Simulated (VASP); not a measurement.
TaN:

```xyz
2
Lattice="0.0000 2.1790 2.1790 2.1790 0.0000 2.1790 2.1790 2.1790 0.0000" Properties=species:S:1:pos:R:3 pbc="T T T"
Ta    2.1790    2.1790    2.1790
N     0.0000    0.0000    0.0000
```

```yaml
Program: VASP 6.6.1
Task: relaxation of cell and atoms
Functional: r2SCAN
Potentials_or_basis: VASP PAW PBE potentials, release 64 (Ta_pv, N)
Cutoff: 600 eV
k_mesh: 10 × 10 × 10
Occupations: fermi-dirac, width 0.05 eV
Spin: no spin polarisation
Hubbard_terms: Ta d U = 6.0 eV
```

At the start: pressure 32.1 GPa; volume 10.35 Å³/atom.

Task: Where does the relaxation end?

Result: Over 17 steps the energy falls by 84.5 meV/atom and the volume is 11.25 Å³/atom (+8.8 %); space group Fm-3m (No. 225, to 0.1 Å) before and after.

Step by step:
```
step  energy change (eV)  largest force (eV/Å)  pressure (GPa)  volume (Å³)
   1              0.0000                0.0000           32.12        20.69
   2              0.6091                0.0000          -41.15        27.55
   3             -0.1682                0.0000           -1.94        22.65
   4             -0.1690                0.0000           -0.21        22.52
   5             -0.1690                0.0000            0.33        22.49
   6             -0.1690                0.0000            0.33        22.49
   7             -0.1690                0.0000            0.33        22.49
   8             -0.1690                0.0000            0.29        22.49
   9             -0.1690                0.0000            0.28        22.49
  10             -0.1690                0.0000            0.28        22.49
  11             -0.1690                0.0000            0.28        22.49
  12             -0.1690                0.0000            0.28        22.49
  13             -0.1690                0.0000            0.28        22.49
  14             -0.1690                0.0000            0.28        22.49
  15             -0.1690                0.0000            0.27        22.49
  16             -0.1690                0.0000            0.17        22.50
  17             -0.1690                0.0000            0.02        22.51
```

Final structure:
```xyz
2
Lattice="0.0000 2.2410 2.2410 2.2410 0.0000 2.2410 2.2410 2.2410 0.0000" Properties=species:S:1:pos:R:3 pbc="T T T"
Ta    2.2410    2.2410    2.2410
N     0.0000    0.0000    0.0000
```

Caveat: the PAW data sets were made with another functional, which shifts forces and pressure a little; U without spin polarisation on a metal has little footing.
